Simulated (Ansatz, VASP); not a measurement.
## Two plane-wave programs on BN

The input INCAR:

```
  PREC = Accurate
  ENCUT = 520
  EDIFF = 1E-6
  ISMEAR = 0
  SIGMA = 0.05
  LREAL = F
  LASPH = T
  NELM = 60
  ALGO = Normal
  ISIF = 2
  LWAVE = F
  LCHARG = F
  GGA = PS
  NBANDS = 16
```

The input KPOINTS:

```
regular mesh
0
Gamma
  12 12 4
```

File POSCAR:

```
BN
1.0
    2.5439855418      0.0000000000      0.0000000000
   -1.2719927709      2.2031561060      0.0000000000
    0.0000000000      0.0000000000      6.9768803484
B N
2 2
Direct
    0.3333333333      0.6666666667      0.2500000000
    0.6666666667      0.3333333333      0.7500000000
    0.3333333333      0.6666666667      0.7500000000
    0.6666666667      0.3333333333      0.2500000000
```

Input for Ansatz:

```yaml
crystal:
  lattice:
    - [2.5439855418, 0.0, 0.0]
    - [-1.2719927709, 2.203156106, 0.0]
    - [0.0, 0.0, 6.9768803484]
  atoms:
    - { symbol: B, position: [0.3333333333, 0.6666666667, 0.25] }
    - { symbol: B, position: [0.6666666667, 0.3333333333, 0.75] }
    - { symbol: "N", position: [0.3333333333, 0.6666666667, 0.75] }
    - { symbol: "N", position: [0.6666666667, 0.3333333333, 0.25] }
basis:
  ecutwfc: 520.0
kpoints:
  mp_grid: { grid: [12, 12, 4] }
hamiltonian:
  xc: pbesol
  pseudopotentials: { kind: paw, azcp: { folder: soft_1 } }
scf:
  occupations: { method: gaussian, width: 0.05 }
output:
  forces: true
  stress: true
  eigenvalues: true
  write_density: true
  write_potential: true
  elf: true
  volumetric_format: npy
```

Alike in both runs: task single point; functional PBEsol; k mesh 12 × 12 × 4; occupations gaussian, width 0.05 eV; no spin polarisation.

```csv
,VASP,Ansatz
version,VASP 6.6.1,Ansatz 0.2.0
potentials or method,"VASP PAW PBE potentials, release 64 (B, N), cutoff 520 eV","scalar-relativistic, plane waves, PAW"
valence electrons in the cell,16,16
```

```tsv
	VASP	Ansatz	Ansatz less VASP
gap on the k mesh at the Fermi level (eV)	4.17	4.18	+0.006
least direct gap on the mesh (eV)	4.48	4.48	+0.003
pressure (GPa)	-9.8	-10.2	-0.40
traceless stress, the component that is largest in VASP (GPa)	9.71	10.24	+0.527
```

VASP's potentials were made for PBE, not for PBEsol, and Ansatz warns of the same on its side.
